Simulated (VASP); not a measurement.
Crystal: Mg.

```
CELL_PARAMETERS angstrom
3.27224 0.00000 0.00000
-1.63612 2.83385 0.00000
0.00000 0.00000 5.31249
ATOMIC_POSITIONS crystal
Mg 0.66667 0.33333 0.75000
Mg 0.33333 0.66667 0.25000
```

Base run:

- Program: VASP 6.6.1
- Functional: b88 exchange, pbe correlation
- Potentials or basis: VASP PAW PBE potentials, release 64 (Mg)
- Cutoff: 600 eV
- k mesh: 10 × 10 × 5
- Occupations: fermi-dirac, width 0.05 eV
- Spin: no spin polarisation

Its results: band gap on the k mesh zero (bands 2 and 3 overlap by 1.92 eV); pressure -1.9 GPa.

Question: The run is repeated on the same cell with these changes: functional from b88 exchange, pbe correlation to LDA; potentials or basis from VASP PAW PBE potentials, release 64 (Mg) to VASP PAW LDA potentials, release 64 (Mg); cutoff from 600 eV to 520 eV. What comes out?

Answer: Band gap on the k mesh zero (bands 2 and 3 overlap by 1.98 eV); pressure -4.2 GPa.

Caveats: the PAW data sets were made with another functional, which shifts forces and pressure a little (at least some runs); the cell stands under tension (at least some runs).
